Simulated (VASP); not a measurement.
# HfN (P6_3/mmc) in VASP: a series of runs

HfN is run at these levels: PBEsol; tasks: single point.

All numbers are computed with VASP 6.6.1; they aren't measurements. Logs are shortened: lines on timing, memory, paths and dates and some standing lists are left out, and cuts for length are marked.

### Step 1. The cell of the first run

Symmetry: P6_3/mmc, No. 194, hexagonal system. The conventional cell has a = 3.091 Å, b = 3.091 Å, c = 5.337 Å, α = 90.00°, β = 90.00°, γ = 120.00°. Within 2.9 Å of Hf (site symmetry -6m2) lie 6 N at 2.23 Å. N (site symmetry -3m) has 6 Hf at 2.23 Å and 2 N at 2.67 Å within 2.9 Å.

### Step 2. Single point, PBEsol

Contents of INCAR:

```
ALGO = Normal
EDIFF = 1E-7
ENCUT = 520
GGA = PS
ISIF = 2
ISMEAR = 1
LASPH = T
LCHARG = F
LREAL = F
LWAVE = F
NBANDS = 23
NELM = 60
PREC = Accurate
SIGMA = 0.15
```

Contents of KPOINTS:

```
k-points
0
Gamma
  9 9 5
```

Contents of POSCAR:

```
HfN
1.0
    3.0906198340      0.0000000000      0.0000000000
   -1.5453099170      2.6765552897      0.0000000000
    0.0000000000      0.0000000000      5.3373398422
Hf N
2 2
Direct
    0.6666666667      0.3333333333      0.7500000000
    0.3333333333      0.6666666667      0.2500000000
    0.0000000000      0.0000000000      0.0000000000
    0.0000000000      0.0000000000      0.5000000000
```

Potentials or basis: VASP PAW PBE potentials, release 64 (Hf_pv, N).

Command:

```bash
$ cat potpaw_PBE.64/Hf_pv/POTCAR potpaw_PBE.64/N/POTCAR > POTCAR
$ mpirun -np 1 vasp_std > vasp.out
```

OUTCAR:

```text
EDIFF = 1E-7
   ENCUT = 520
   GGA = PS
   ISIF = 2
   ISMEAR = 1
   LASPH = T
   LREAL = F
   NELM = 60
   PREC = Accurate

 ion  position               nearest neighbor table
   1  0.667  0.333  0.750-   3 2.23   4 2.23   3 2.23   4 2.23   3 2.23   4 2.23   2 3.21   2 3.21
                             2 3.21   2 3.21   2 3.21   2 3.21
   2  0.333  0.667  0.250-   3 2.23   4 2.23   3 2.23   4 2.23   3 2.23   4 2.23   1 3.21   1 3.21
                             1 3.21   1 3.21   1 3.21   1 3.21
   3  0.000  0.000  0.000-   1 2.23   2 2.23   1 2.23   2 2.23   1 2.23   2 2.23
   4  0.000  0.000  0.500-   1 2.23   2 2.23   1 2.23   2 2.23   1 2.23   2 2.23

  LATTYP: Found a hexagonal cell.
 ALAT       =     3.0906198340
 C/A-ratio  =     1.7269480327

  Lattice vectors:

 A1 = (   3.0906198340,   0.0000000000,   0.0000000000)
 A2 = (  -1.5453099170,   2.6765552897,   0.0000000000)
 A3 = (   0.0000000000,   0.0000000000,   5.3373398422)

Analysis of symmetry for initial positions (statically):
=====================================================================
 Subroutine PRICEL returns:
 Original cell was already a primitive cell.

 Routine SETGRP: Setting up the symmetry group for a
 hexagonal supercell.

 Subroutine GETGRP returns: Found 24 space group operations
 (whereof 12 operations were pure point group operations)
 out of a pool of 24 trial point group operations.

The static configuration has the point symmetry D_3d.
 The point group associated with its full space group is D_6h.

Analysis of symmetry for dynamics (positions and initial velocities):
=====================================================================
 Subroutine PRICEL returns:
 Original cell was already a primitive cell.

 Routine SETGRP: Setting up the symmetry group for a
 hexagonal supercell.

 Subroutine GETGRP returns: Found 24 space group operations
 (whereof 12 operations were pure point group operations)
 out of a pool of 24 trial point group operations.

The dynamic configuration has the point symmetry D_3d.
 The point group associated with its full space group is D_6h.

 Subroutine INISYM returns: Found 24 space group operations
 (whereof 12 operations are pure point group operations),
 and found     1 'primitive' translations

----------------------------------------------------------------------------------------

                                     Primitive cell

  volume of cell :      44.1516

  direct lattice vectors                    reciprocal lattice vectors
     3.090619834  0.000000000  0.000000000     0.323559691  0.186807275  0.000000000
    -1.545309917  2.676555290  0.000000000     0.000000000  0.373614550  0.000000000
     0.000000000  0.000000000  5.337339842     0.000000000  0.000000000  0.187359252

  length of vectors
     3.090619834  3.090619834  5.337339842     0.373614550  0.373614550  0.187359252

  position of ions in fractional coordinates (direct lattice)
     0.666666667  0.333333333  0.750000000
     0.333333333  0.666666667  0.250000000
     0.000000000  0.000000000  0.000000000
     0.000000000  0.000000000  0.500000000

  ion indices of the primitive-cell ions
   primitive index   ion index
                 1           1
                 2           2
                 3           3
                 4           4

----------------------------------------------------------------------------------------

 KPOINTS: k-points

Automatic generation of k-mesh.
 Grid dimensions read from file:
 generate k-points for:    9    9    5

 Generating k-lattice:

  Cartesian coordinates                     Fractional coordinates (reciprocal lattice)
     0.035951077  0.020756364  0.000000000     0.111111111  0.000000000  0.000000000
     0.000000000  0.041512728  0.000000000     0.000000000  0.111111111  0.000000000
     0.000000000  0.000000000  0.037471850     0.000000000  0.000000000  0.200000000

  Length of vectors
     0.041512728  0.041512728  0.037471850

  Shift w.r.t. Gamma in fractional coordinates (k-lattice)
     0.000000000  0.000000000  0.000000000

 Subroutine IBZKPT returns following result:
 ===========================================

 Found     36 irreducible k-points:

 Following reciprocal coordinates:
            Coordinates               Weight
  0.000000  0.000000  0.000000      1.000000
  0.111111  0.000000  0.000000      6.000000
  0.222222  0.000000  0.000000      6.000000
  0.333333  0.000000  0.000000      6.000000
  0.444444  0.000000  0.000000      6.000000
  0.111111  0.111111  0.000000      6.000000
[... 16 lines left out ...]
  0.333333  0.222222  0.200000     24.000000
  0.333333  0.333333  0.200000      4.000000
 [... further k-points ...]
   k-points           NKPTS =     36   k-points in BZ     NKDIM =     36   number of bands    NBANDS=     23
   number of dos      NEDOS =    301   number of ions     NIONS =      4
   total plane-waves  NPLWV =  23040
   dimension x,y,z NGX =    24 NGY =   24 NGZ =   40
   dimension x,y,z NGXF=    48 NGYF=   48 NGZF=   80
   ions per type =               2   2
   NGX,Y,Z   is equivalent  to a cutoff of  12.91, 12.91, 12.46 a.u.
   NGXF,Y,Z  is equivalent  to a cutoff of  25.82, 25.82, 24.92 a.u.
 SYSTEM =  unknown system
   PREC   = accura    normal or accurate (medium, high low for compatibility)
   ISTART =      0    job   : 0-new  1-cont  2-samecut
   ICHARG =      2    charge: 1-file 2-atom 10-const
   ISPIN  =      1    spin polarized calculation?
   LNONCOLLINEAR =      F non collinear calculations
   LSORBIT =      F    spin-orbit coupling
   LASPH  =      T    aspherical Exc in radial PAW
   ENCUT  =  520.0 eV  38.22 Ry    6.18 a.u.   5.75  5.75  9.92*2*pi/ulx,y,z
   NELM   =     60;   NELMIN=  2; NELMDL= -5     # of ELM steps
   EDIFF  = 0.1E-06   stopping-criterion for ELM
   LREAL  =      F    real-space projection
   EDIFFG = 0.1E-05   stopping-criterion for IOM
   NSW    =      0    number of steps for IOM
   IBRION =     -1    ionic relax: 0-MD 1-quasi-New 2-CG
   NFREE  =      0    steps in history (QN), initial steepest desc. (CG)
   ISIF   =      2    stress and relaxation
   ISYM   =      2    0-nonsym 1-usesym 2-fastsym
   POTIM  = 0.5000    time-step for ionic-motion
   TEBEG  =    0.0;   TEEND  =   0.0 temperature during run
   PSTRESS=    0.0 pullay stress
   NELECT =      30.0000    total number of electrons
   NUPDOWN=      -1.0000    fix difference up-down
   EMIN   =  10.00;   EMAX   =-10.00  energy-range for DOS
   EFERMI =   0.00;   METHOD = LEGACY
   ISMEAR =     1;   SIGMA  =   0.15  broadening in eV -4-tet -1-fermi 0-gaus
   EFERMI_NEDOS =   21; number of points for ismear=-14 and -15
   IALGO  =     38    algorithm
   IMIX   =      4    mixing-type and parameters
     AMIX     =   0.40;   BMIX     =  1.00
     AMIX_MAG =   1.60;   BMIX_MAG =  1.00
  volume/ion in A,a.u.               =      11.04        74.49
  Fermi-wavevector in a.u.,A,eV,Ry     =   1.439239  2.719768 28.183243  2.071410
  Thomas-Fermi vector in A             =   2.558117
   LORBIT       =      0    0 simple, 1 ext, 2 COOP (PROOUT), +10 PAW based schemes
   GGA     = PS    functional components
   LHFCALC =     F    Hartree Fock is set to
   AEXX    =    0.0000 exact exchange contribution
   IVDW    =     0    specifies the selected vdW correction
   LEPSILON=     F    determine dielectric tensor
   LRPA    =     F    only Hartree local field effects (RPA)
 non-spin polarized calculation
 Methfessel and Paxton  Order N= 1 SIGMA  =   0.15
  energy-cutoff  :      520.00
  volume of cell :       44.15
 maximum number of plane-waves:      1200
 NGX is ok and might be reduce to    24
   NGX = 11   NGY = 11   NGZ = 19

 number of electron      29.9999995 magnetization

 Free energy of the ion-electron system (eV)
  ---------------------------------------------------
  ext. energy  EPLUGINS =         0.00000000
  ---------------------------------------------------
  free energy    TOTEN  =       -45.83239577 eV

  energy without entropy =      -45.82926849  energy(sigma->0) =      -45.83135334

 E-fermi :   8.2526     XC(G=0): -13.1268

 val. band max:        8.2077497553   @ k =   0.3333   0.0000   0.4000
 cond. band min:       8.2714853657   @ k =   0.3333   0.3333   0.0000
 fundamental gap:      0.0637356104
 Fermi energy:         8.2526065357

 k-point     1 :       0.0000    0.0000    0.0000
  band No.  band energies     occupation
      1     -23.4829      2.00000
      2     -22.4558      2.00000
      3     -22.3535      2.00000
      4     -22.3535      2.00000
      5     -22.2832      2.00000
      6     -22.2832      2.00000
[... 15 lines left out ...]
     22      14.1057      0.00000
     23      14.1057      0.00000

 k-point     2 :       0.1111    0.0000    0.0000
  band No.  band energies     occupation
      1     -23.4311      2.00000
      2     -22.4794      2.00000
      3     -22.4605      2.00000
      4     -22.4021      2.00000
      5     -22.3921      2.00000
      6     -22.2945      2.00000
[... 15 lines left out ...]
     22      13.6493      0.00000
     23      14.0549      0.00000

 k-point     3 :       0.2222    0.0000    0.0000
  band No.  band energies     occupation
      1     -23.2902      2.00000
      2     -22.8019      2.00000
      3     -22.6734      2.00000
      4     -22.4805      2.00000
      5     -22.4782      2.00000
      6     -22.3336      2.00000
[... 15 lines left out ...]
     22      13.4024      0.00000
     23      13.4865      0.00000
[... 495 lines left out ...]
 k-point    23 :       0.3333    0.2222    0.2000
  band No.  band energies     occupation
      1     -23.2668      2.00000
      2     -23.1049      2.00000
      3     -22.8883      2.00000
      4     -22.7645      2.00000
      5     -22.6889      2.00000
      6     -22.5787      2.00000
[... 15 lines left out ...]
     22      14.9052      0.00000
     23      15.8052      0.00000

 k-point    24 :       0.3333    0.3333    0.2000
  band No.  band energies     occupation
      1     -23.2003      2.00000
      2     -23.0023      2.00000
      3     -23.0023      2.00000
      4     -22.9010      2.00000
      5     -22.6513      2.00000
      6     -22.6513      2.00000
[... 15 lines left out ...]
     22      14.6586      0.00000
     23      16.3397      0.00000

 [... further k-points ...]

------------------------ aborting loop because EDIFF is reached ----------------------------------------

  FORCE on cell =-STRESS in cart. coord.  units (eV):
  Direction    XX          YY          ZZ          XY          YZ          ZX
  --------------------------------------------------------------------------------------
  -------------------------------------------------------------------------------------
  Total        2.1608906      2.1608906      2.2184815      0.0000000      0.0000000      0.0000000
  in kB       78.4145564     78.4145564     80.5044220      0.0000000      0.0000000      0.0000000
  external PRESSURE =      79.1111783 kB  Pullay stress =       0.0000000 kB

 VOLUME and BASIS-vectors are now :
 -----------------------------------------------------------------------------
  energy-cutoff  :      520.00
  volume of cell :       44.15
      direct lattice vectors                 reciprocal lattice vectors
     3.090619834  0.000000000  0.000000000     0.323559691  0.186807275  0.000000000
    -1.545309917  2.676555290  0.000000000     0.000000000  0.373614550  0.000000000
     0.000000000  0.000000000  5.337339842     0.000000000  0.000000000  0.187359252

 POSITION                                       TOTAL-FORCE (eV/Angst)
 -----------------------------------------------------------------------------------
      1.54531      0.89219      4.00300         0.000000     -0.000000      0.000000
     -0.00000      1.78437      1.33433        -0.000000      0.000000      0.000000
      0.00000      0.00000      0.00000        -0.000000     -0.000000      0.000000
      0.00000      0.00000      2.66867        -0.000000     -0.000000      0.000000
 -----------------------------------------------------------------------------------
    total drift:                               -0.000000      0.000000     -0.000000

  FREE ENERGIE OF THE ION-ELECTRON SYSTEM (eV)
  ---------------------------------------------------
  free  energy   TOTEN  =       -45.8323957654 eV

  energy  without entropy=      -45.8292684922  energy(sigma->0) =      -45.83135334
```

Run time: 48 s. Hardware: 1 thread of Intel Xeon 8259CL, shared host; peak memory 0.18 GiB.

What came out:

- Free energy: -45.8324 eV
- Pressure: 7.9 GPa
- Band gap on the k mesh: zero (bands 15 and 16 overlap by 1.79 eV)

Levels at points of the mesh, in eV from the Fermi level:
```
           k point  band 11  band 12  band 13  band 14  band 15  band 16  band 17  band 18  band 19  band 20
(0.00, 0.00, 0.00)    -5.00    -3.81    -3.81    -1.81    -0.79     0.61     0.61     1.22     1.79     1.79
```

Caveat: the cell stands under pressure; the PAW data sets were made with another functional, which shifts forces and pressure a little; spin-orbit coupling is left out, which moves the levels of the heavy elements.

### Step 3. Single point, PBEsol

This run uses another cell than the first one, of 11.33 Å³/atom.

Contents of INCAR:

```
SYSTEM = HfN
PREC = Accurate ; ENCUT = 520
EDIFF = 1E-6 ; ISMEAR = 1
SIGMA = 0.15 ; LREAL = .FALSE.
LASPH = .TRUE. ; NELM = 60
ALGO = Normal ; ISIF = 2
LWAVE = .FALSE. ; LCHARG = .FALSE.
GGA = PS ; NBANDS = 23
```

Contents of KPOINTS:

```
Automatic mesh
0
G
  9 9 5
  0 0 0
```

Contents of POSCAR:

```
HfN
1.0
    3.1181355100      0.0000000000      0.0000000000
   -1.5590677550      2.7003845641      0.0000000000
    0.0000000000      0.0000000000      5.3836030893
Hf N
2 2
Direct
    0.6666666667      0.3333333333      0.7500000000
    0.3333333333      0.6666666667      0.2500000000
    0.0000000000      0.0000000000      0.0000000000
    0.0000000000      0.0000000000      0.5000000000
```

Potentials or basis: VASP PAW PBE potentials, release 64 (Hf_pv, N).

Command:

```bash
$ cat potpaw_PBE.64/Hf_pv/POTCAR potpaw_PBE.64/N/POTCAR > POTCAR
$ mpirun -np 1 vasp_std > vasp.out
```

It took 41 s on 1 thread of Intel Xeon 8259CL, shared host; peak memory 0.18 GiB.

Results (log left out):

| Property | Result |
| --- | --- |
| Free energy | -45.8614 eV |
| Pressure | -0.1 GPa |
| Band gap on the k mesh | zero (bands 15 and 16 overlap by 1.71 eV) |

Stress tensor (GPa, compression positive):
```
-0.12  0.00  0.00
 0.00 -0.12  0.00
 0.00  0.00  0.07
```

Levels at points of the mesh, in eV from the Fermi level:
| k point | band 11 | band 12 | band 13 | band 14 | band 15 | band 16 | band 17 | band 18 | band 19 | band 20 |
| --- | --- | --- | --- | --- | --- | --- | --- | --- | --- | --- |
| (0.00, 0.00, 0.00) | -4.89 | -3.72 | -3.72 | -1.80 | -0.74 | 0.61 | 0.61 | 1.05 | 1.75 | 1.75 |

Caveat: the PAW data sets were made with another functional, which shifts forces and pressure a little; spin-orbit coupling is left out, which moves the levels of the heavy elements.

[end of part 1 of 2]
